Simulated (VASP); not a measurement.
# KBr (P1) in VASP: single point with PBE

Aim: the single point of KBr with PBE.

Everything below comes from runs of VASP 6.6.1. Logs are shortened: lines on timing, memory, paths and dates and some standing lists are left out, and cuts for length are marked.

## Step 1: The cell of the first run

The typed cell holds 16 atoms: a = 9.340 Å, b = 9.340 Å, c = 9.340 Å, α = 60.00°, β = 60.00°, γ = 60.00°.

## Step 2: Single point, PBE

INCAR

```
PREC     = Accurate       # precision mode
ENCUT    = 520            # plane-wave cutoff, eV
EDIFF    = 1E-6           # SCF threshold, eV
ISMEAR   = -1             # smearing method
SIGMA    = 0.086          # smearing width, eV
LREAL    = Auto         
LASPH    = True           # aspherical terms in the spheres
NELM     = 80             # most SCF steps
ALGO     = Normal         # electronic algorithm
ISIF     = 2              # what is computed and relaxed
LWAVE    = False          # write WAVECAR
LCHARG   = False          # write CHGCAR
GGA      = PE             # functional
NBANDS   = 78             # bands
```

KPOINTS

```
Automatic mesh
0
Gamma
  2 2 2
```

POSCAR

```
KBr
1.0
    0.0000000000      6.6044956402      6.6044956402
    6.6044956402      0.0000000000      6.6044956402
    6.6044956402      6.6044956402      0.0000000000
K Br
8 8
Direct
    0.0065718871      0.0084063951     -0.0054284236
    0.0110193123     -0.0035044311      0.5013315445
    0.0062532406      0.4799483068      0.0027407846
    0.0035319881      0.4927034822      0.5075426168
    0.4854104196      0.0200305984     -0.0032078150
    0.5013981658      0.0042187930      0.4893462236
    0.5142792402      0.5017005356     -0.0151036514
    0.4749455781      0.5290008791      0.4933571279
    0.2290937238      0.2529358169      0.2597175611
    0.2586672917      0.2506056617      0.7383835596
    0.2478444365      0.7516532330      0.2484387286
    0.2556197463      0.7460836934      0.7669322195
    0.7566377922      0.2443369014      0.2530288596
    0.7498282639      0.2466096715      0.7556209848
    0.7499414444      0.7347685977      0.2520979785
    0.7506987316      0.7571013401      0.7401768078
```

Potentials or basis: VASP PAW PBE potentials, release 64 (K_sv, Br).

Started as:

```
cat potpaw_PBE.64/K_sv/POTCAR potpaw_PBE.64/Br/POTCAR > POTCAR
mpirun -np 1 vasp_std > vasp.out
```

OUTCAR:

```text
PREC = Accurate
   ENCUT = 520
   EDIFF = 1E-6
   ISMEAR = -1
   LREAL = Auto
   LASPH = True
   NELM = 80
   ISIF = 2
   GGA = PE

 ion  position               nearest neighbor table
   1  0.007  0.008  0.995-  12 3.24  10 3.27  13 3.27  11 3.27  14 3.28
   2  0.011  0.996  0.501-   9 3.14  11 3.29
   3  0.006  0.480  0.003-   9 3.18  13 3.21  10 3.27
   4  0.004  0.493  0.508-  10 3.21   9 3.23  16 3.29  14 3.30
   5  0.485  0.020  0.997-  10 3.21  14 3.25   9 3.28
   6  0.501  0.004  0.489-  10 3.27  13 3.27
   7  0.514  0.502  0.985-  12 3.15  14 3.20  16 3.25
   8  0.475  0.529  0.493-  11 3.12  15 3.19  12 3.26  10 3.28
   9  0.229  0.253  0.260-   2 3.14   3 3.18   4 3.23   5 3.28
  10  0.259  0.251  0.738-   5 3.21   4 3.21   3 3.27   1 3.27   6 3.27   8 3.28
  11  0.248  0.752  0.248-   8 3.12   1 3.27   2 3.29
  12  0.256  0.746  0.767-   7 3.15   1 3.24   8 3.26
  13  0.757  0.244  0.253-   3 3.21   1 3.27   6 3.27
  14  0.750  0.247  0.756-   7 3.20   5 3.25   1 3.28   4 3.30
  15  0.750  0.735  0.252-   8 3.19
  16  0.751  0.757  0.740-   7 3.25   4 3.29

  LATTYP: Found a face centered cubic cell.
 ALAT       =    13.2089912804

  Lattice vectors:

 A1 = (   0.0000000000,   6.6044956402,   6.6044956402)
 A2 = (   6.6044956402,   0.0000000000,   6.6044956402)
 A3 = (   6.6044956402,   6.6044956402,   0.0000000000)

Analysis of symmetry for initial positions (statically):
=====================================================================
 Subroutine PRICEL returns:
 Original cell was already a primitive cell.

 Routine SETGRP: Setting up the symmetry group for a
 face centered cubic supercell.

 Subroutine GETGRP returns: Found  1 space group operations
 (whereof  1 operations were pure point group operations)
 out of a pool of 48 trial point group operations.

The static configuration has the point symmetry C_1 .

Analysis of symmetry for dynamics (positions and initial velocities):
=====================================================================
 Subroutine PRICEL returns:
 Original cell was already a primitive cell.

 Routine SETGRP: Setting up the symmetry group for a
 face centered cubic supercell.

 Subroutine GETGRP returns: Found  1 space group operations
 (whereof  1 operations were pure point group operations)
 out of a pool of 48 trial point group operations.

The dynamic configuration has the point symmetry C_1 .

 Subroutine INISYM returns: Found  1 space group operations
 (whereof  1 operations are pure point group operations),
 and found     1 'primitive' translations
[... 111 lines left out ...]
   NFREE  =      0    steps in history (QN), initial steepest desc. (CG)
   ISIF   =      2    stress and relaxation
   ISYM   =      2    0-nonsym 1-usesym 2-fastsym
   POTIM  = 0.5000    time-step for ionic-motion
   TEBEG  =    0.0;   TEEND  =   0.0 temperature during run
   PSTRESS=    0.0 pullay stress
   NELECT =     128.0000    total number of electrons
   NUPDOWN=      -1.0000    fix difference up-down
   EMIN   =  10.00;   EMAX   =-10.00  energy-range for DOS
   EFERMI =   0.00;   METHOD = LEGACY
   ISMEAR =    -1;   SIGMA  =   0.09  broadening in eV -4-tet -1-fermi 0-gaus
   EFERMI_NEDOS =   21; number of points for ismear=-14 and -15
   IALGO  =     38    algorithm
   IMIX   =      4    mixing-type and parameters
     AMIX     =   0.40;   BMIX     =  1.00
     AMIX_MAG =   1.60;   BMIX_MAG =  1.00
  volume/ion in A,a.u.               =      36.01       243.01
  Fermi-wavevector in a.u.,A,eV,Ry     =   0.991506  1.873674 13.375661  0.983083
  Thomas-Fermi vector in A             =   2.123252
   LORBIT       =      0    0 simple, 1 ext, 2 COOP (PROOUT), +10 PAW based schemes
   GGA     = PE    functional components
   LHFCALC =     F    Hartree Fock is set to
   AEXX    =    0.0000 exact exchange contribution
   IVDW    =     0    specifies the selected vdW correction
   LEPSILON=     F    determine dielectric tensor
   LRPA    =     F    only Hartree local field effects (RPA)
 non-spin polarized calculation
  energy-cutoff  :      520.00
  volume of cell :      576.17
 maximum number of plane-waves:     15593
 NGX is ok and might be reduce to    70
   NGX = 35   NGY = 35   NGZ = 35

 number of electron     127.9999999 magnetization

 Free energy of the ion-electron system (eV)
  ---------------------------------------------------
  ext. energy  EPLUGINS =         0.00000000
  ---------------------------------------------------
  free energy    TOTEN  =       -49.51487983 eV

  energy without entropy =      -49.51487983  energy(sigma->0) =      -49.51487983

 E-fermi :   0.3718     XC(G=0):  -7.3588

 val. band max:       -1.6913844195   @ k =   0.0000   0.0000   0.0000
 cond. band min:       2.6712091328   @ k =   0.0000   0.0000   0.0000
 fundamental gap:      4.3625935523
 Fermi energy:         0.3718089420

 k-point     1 :       0.0000    0.0000    0.0000
  band No.  band energies     occupation
      1     -29.6037      2.00000
      2     -29.5533      2.00000
      3     -29.5429      2.00000
      4     -29.5323      2.00000
      5     -29.5278      2.00000
      6     -29.5272      2.00000
[... 621 lines left out ...]
     75       5.5272      0.00000
     76       5.6157      0.00000
 [bands above 76 left out]

------------------------ aborting loop because EDIFF is reached ----------------------------------------

  FORCE on cell =-STRESS in cart. coord.  units (eV):
  Direction    XX          YY          ZZ          XY          YZ          ZX
  --------------------------------------------------------------------------------------
  -------------------------------------------------------------------------------------
  Total        2.8106195      3.3486352      3.1328601      0.0553578      0.0366094      0.0333670
  in kB        7.8156243      9.3117101      8.7116939      0.1539360      0.1018016      0.0927853
  external PRESSURE =       8.6130095 kB  Pullay stress =       0.0000000 kB

 VOLUME and BASIS-vectors are now :
 -----------------------------------------------------------------------------
  energy-cutoff  :      520.00
  volume of cell :      576.17
      direct lattice vectors                 reciprocal lattice vectors
     0.000000000  6.604495640  6.604495640    -0.075706008  0.075706008  0.075706008
     6.604495640  0.000000000  6.604495640     0.075706008 -0.075706008  0.075706008
     6.604495640  6.604495640  0.000000000     0.075706008  0.075706008 -0.075706008

 POSITION                                       TOTAL-FORCE (eV/Angst)
 -----------------------------------------------------------------------------------
      6.62416      6.61205      0.09892        -0.011231      0.008655     -0.209956
      9.89239      3.38382      6.65413         0.091122     -0.046679     -0.218419
      3.18792      0.05940      3.21112         0.196666     -0.191010      0.137656
      6.60612      3.37539      3.27739         0.042806     -0.221850      0.015708
      6.71560      9.78920      3.33818        -0.181565      0.207931     -0.024209
      3.25975      6.54337      3.33935        -0.070514      0.070944      0.003743
[... 8 lines left out ...]
      6.51776      6.61796      9.80576         0.092276     -0.067753      0.173727
      9.88877      9.84648      9.95826         0.044525      0.103892      0.009460
 -----------------------------------------------------------------------------------
    total drift:                                0.003161      0.002005     -0.000646

  FREE ENERGIE OF THE ION-ELECTRON SYSTEM (eV)
  ---------------------------------------------------
  free  energy   TOTEN  =       -49.5148798256 eV

  energy  without entropy=      -49.5148798254  energy(sigma->0) =      -49.51487983
```

stdout:

```text
POSCAR found type information on POSCAR K Br
 POSCAR found :  2 types and      16 ions
 scaLAPACK will be used
 LDA part: xc-table for (Slater+PW92), standard interpolation
 POSCAR, INCAR and KPOINTS ok, starting setup
 FFT: planning ... GRIDC
 FFT: planning ... GRID_SOFT
 FFT: planning ... GRID
 WAVECAR not read
 entering main loop
```

It took 17 min on 1 thread of Oxide Virtual Turin-like, shared host; peak memory 0.73 GiB.

What came out:

```yaml
Free_energy: -49.5149 eV
Pressure: 0.9 GPa
Largest_force: 0.376 eV/Å
Band_gap_on_the_k_mesh: 4.36 eV, direct
```

Forces in eV/Å, atoms in the order of the input:
```
K   -0.011  0.009 -0.210
K    0.091 -0.047 -0.218
K    0.197 -0.191  0.138
K    0.043 -0.222  0.016
K   -0.182  0.208 -0.024
K   -0.071  0.071  0.004
K    0.156  0.147 -0.096
K   -0.179  0.330 -0.007
Br  -0.122  0.171  0.256
Br   0.049 -0.004 -0.007
Br  -0.029 -0.103  0.029
Br  -0.080 -0.234 -0.029
Br   0.045 -0.104 -0.054
Br  -0.042 -0.067  0.021
Br   0.092 -0.068  0.174
Br   0.045  0.104  0.009
```

Stress tensor (GPa, compression positive):
```
0.78 0.02 0.01
0.02 0.93 0.01
0.01 0.01 0.87
```

PBE gaps usually lie below the measured ones, often by a third to a half.
